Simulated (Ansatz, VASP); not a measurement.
## LiGeN: VASP beside Ansatz

```xyz
6
Lattice="3.0166 0.0000 0.0000 -1.5083 2.6125 0.0000 0.0000 0.0000 9.4457" Properties=species:S:1:pos:R:3 pbc="T T T"
Li    1.5083    0.8708    7.0198
Li    0.0000    1.7417    2.2970
Ge    0.0000    0.0000    4.7118
Ge    0.0000    0.0000    9.4346
N     0.0000    1.7417    5.6923
N     1.5083    0.8708    0.9694
```

Alike in both runs: task single point; functional r2SCAN; k mesh 9 × 9 × 2; no spin polarisation.

|  | VASP | Ansatz |
| --- | --- | --- |
| version | VASP 6.6.1 | Ansatz 0.2.0 |
| potentials or method | VASP PAW PBE potentials, release 64 (Li_sv, Ge_d, N) | plane waves, PAW |
| plane-wave cutoff (eV) | 520 | 500 |
| occupations | gaussian, width 0.01 eV | fixed |
| valence electrons in the cell | 44 | 44 |

VASP gave:

```
gap on the k mesh at the Fermi level (eV) : 1.98
rms of the force components (eV/Å)        : 0.083
```

Problem. Estimate Ansatz's values.

Solution. gap on the k mesh at the Fermi level (eV): 1.97; rms of the force components (eV/Å): 0.110.

VASP's potentials were made for PBE, not for r2SCAN. Atom by atom the forces differ by 0.035 eV/Å (rms over components).

Noted on VASP's run: the cutoff is under 1.25 times that of the potentials, so the pressure is a little rough.
